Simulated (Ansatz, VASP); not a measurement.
**LiF: VASP beside Ansatz**

File POSCAR:

```
LiF
1.0
    0.0121360304      1.9942405918      1.9942405918
    1.9942405918      0.0121360304      1.9942405918
    1.9942405918      1.9942405918      0.0121360304
Li F
1 1
Direct
    0.0000000000      0.0000000000      0.0000000000
    0.5000000000      0.5000000000      0.5000000000
```

File INCAR.step1:

```
SYSTEM = LiF
ALGO     = Normal         ! electronic algorithm
EDIFF    = 1E-4           ! SCF threshold, eV
ENCUT    = 520            ! plane-wave cutoff, eV
GGA      = PE             ! functional
ISMEAR   = 0              ! smearing method
LASPH    = .True.         ! aspherical terms in the spheres
LCHARG   = .False.        ! write CHGCAR
LREAL    = .False.        ! projectors in reciprocal space
LWAVE    = .True.         ! write WAVECAR
NBANDS   = 12             ! bands
NELM     = 100            ! most SCF steps
PREC     = Accurate       ! precision mode
SIGMA    = 0.01           ! smearing width, eV
```

File INCAR.step2:

```
SYSTEM = LiF
ALGO     = Normal         ! electronic algorithm
EDIFF    = 1E-6           ! SCF threshold, eV
ENCUT    = 520            ! plane-wave cutoff, eV
ISIF     = 2              ! what is computed and relaxed
ISMEAR   = 0              ! smearing method
ISTART   = 1            
LASPH    = .True.         ! aspherical terms in the spheres
LCHARG   = .True.         ! write CHGCAR
LELF     = .True.         ! ELF
LMIXTAU  = .True.       
LREAL    = .False.        ! projectors in reciprocal space
LVHAR    = .True.       
LWAVE    = .False.        ! write WAVECAR
METAGGA  = R2SCAN         ! meta-GGA
NBANDS   = 12             ! bands
NELM     = 100            ! most SCF steps
PREC     = Accurate       ! precision mode
SIGMA    = 0.01           ! smearing width, eV
```

File KPOINTS:

```
k-points
0
Gamma
  10 10 10
  0 0 0
```

Input for Ansatz:

```yaml
crystal:
  lattice:
    - [0.0121360304, 1.9942405918, 1.9942405918]
    - [1.9942405918, 0.0121360304, 1.9942405918]
    - [1.9942405918, 1.9942405918, 0.0121360304]
  atoms:
    - { symbol: Li, position: [0.0, 0.0, 0.0] }
    - { symbol: F, position: [0.5, 0.5, 0.5] }
kpoints:
  mp_grid: { grid: [10, 10, 10] }
  band_path:
    path:
      - [0.0, 0.0, 0.0]
      - [0.5, 0.0, 0.5]
      - [0.625, 0.25, 0.625]
      - [0.375, 0.375, 0.75]
      - [0.5, 0.5, 0.5]
      - [0.5, 0.25, 0.75]
      - [0.052083, 0.052083, 0.104167]
    npoints: 1
hamiltonian:
  xc: r2scan
scf:
  occupations: { method: fixed }
  n_extra_bands: 4
output:
  forces: true
  stress: true
  eigenvalues: true
```

Change from the starting cell: epitaxial_111 strain -0.6%.

Alike in both runs: task single point; functional r2SCAN; k mesh 10 × 10 × 10; no spin polarisation.

|  | VASP | Ansatz |
| --- | --- | --- |
| version | VASP 6.6.1 | Ansatz 0.2.0 |
| potentials or method | VASP PAW PBE potentials, release 64 (Li_sv, F) | plane waves, PAW |
| plane-wave cutoff (eV) | 520 | 500 |
| occupations | gaussian, width 0.01 eV | fixed |
| valence electrons in the cell | 10 | 10 |

Ansatz gave:

- gap on the k mesh at the Fermi level (eV): 10.41

Question: What did VASP give for the same quantities?

Answer: gap on the k mesh at the Fermi level (eV): 10.63.

VASP's potentials were made for PBE, not for r2SCAN.

Noted on VASP's run: the cutoff is short for stress, so the pressure is rough.
